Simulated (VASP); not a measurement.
Set up this calculation in VASP 6.6.1, as the native input.

```yaml
Task: single point
Functional: PBE-based global hybrid with 75 % exact exchange
Potentials_or_basis: VASP PAW PBE potentials, release 64 (Be, S)
Cutoff: 520 eV
k_mesh: 4 × 4 × 4
Occupations: gaussian, width 0.01 eV
Spin: no spin polarisation
Dipole_correction: no
Grid_for_exact_exchange_PRECFOCK: Normal
Share_of_exact_exchange: 0.75
Further_INCAR_settings: ALGO = Normal; EDIFF = 1e-06; NBANDS = 11
```

BeS:

```
Be S
1.0
     0.00000    2.43431    2.43431
     2.43431    0.00000    2.43431
     2.43431    2.43431    0.00000
Be S
1 1
Direct
  0.00000 0.00000 0.00000
  0.25000 0.25000 0.25000
```

The input as run:

POSCAR

```
BeS
1.0
    0.0000000000      2.4343066366      2.4343066366
    2.4343066366      0.0000000000      2.4343066366
    2.4343066366      2.4343066366      0.0000000000
Be S
1 1
Direct
    0.0000000000      0.0000000000      0.0000000000
    0.2500000000      0.2500000000      0.2500000000
```

INCAR.step1

```
PREC     = Accurate       # precision mode
ENCUT    = 520            # plane-wave cutoff, eV
EDIFF    = 1E-5           # SCF threshold, eV
ISMEAR   = 0              # smearing method
SIGMA    = 0.01           # smearing width, eV
LREAL    = False          # projectors in reciprocal space
LASPH    = True           # aspherical terms in the spheres
NELM     = 120            # most SCF steps
ALGO     = Normal         # electronic algorithm
ISIF     = 2              # what is computed and relaxed
LWAVE    = True           # write WAVECAR
LCHARG   = False          # write CHGCAR
GGA      = PE             # functional
NBANDS   = 11             # bands
GGA_COMPAT= False
```

INCAR.step2

```
PREC     = Accurate       # precision mode
ENCUT    = 520            # plane-wave cutoff, eV
EDIFF    = 1E-6           # SCF threshold, eV
ISMEAR   = 0              # smearing method
SIGMA    = 0.01           # smearing width, eV
LREAL    = False          # projectors in reciprocal space
LASPH    = True           # aspherical terms in the spheres
NELM     = 120            # most SCF steps
ALGO     = Normal         # electronic algorithm
ISIF     = 2              # what is computed and relaxed
LWAVE    = False          # write WAVECAR
LCHARG   = False          # write CHGCAR
GGA      = PE             # functional
LHFCALC  = True           # exact exchange
AEXX     = 0.75           # exact-exchange fraction
PRECFOCK = Normal       
ISTART   = 1            
NBANDS   = 11             # bands
GGA_COMPAT= False
```

KPOINTS

```
regular mesh
0
Gamma
  4 4 4
```

Potentials or basis: VASP PAW PBE potentials, release 64 (Be, S).

Launch:

```sh
$ cat potpaw_PBE.64/Be/POTCAR potpaw_PBE.64/S/POTCAR > POTCAR
$ cp INCAR.step1 INCAR
$ mpirun -np 1 vasp_std > vasp.out
$ cp INCAR.step2 INCAR
$ mpirun -np 1 vasp_std > vasp.out
```

Results of the run:

* Pressure: -3.8 GPa
* Band gap on the k mesh: 8.40 eV (least direct gap 11.68 eV)

Caveat: the k points lie up to 0.56 Å⁻¹ apart; the PAW data sets were made with another functional, which shifts forces and pressure a little.

Wall time 53 s on 1 thread of AMD EPYC 9R45 (Zen 5), on a shared host, peak memory 0.11 GiB.
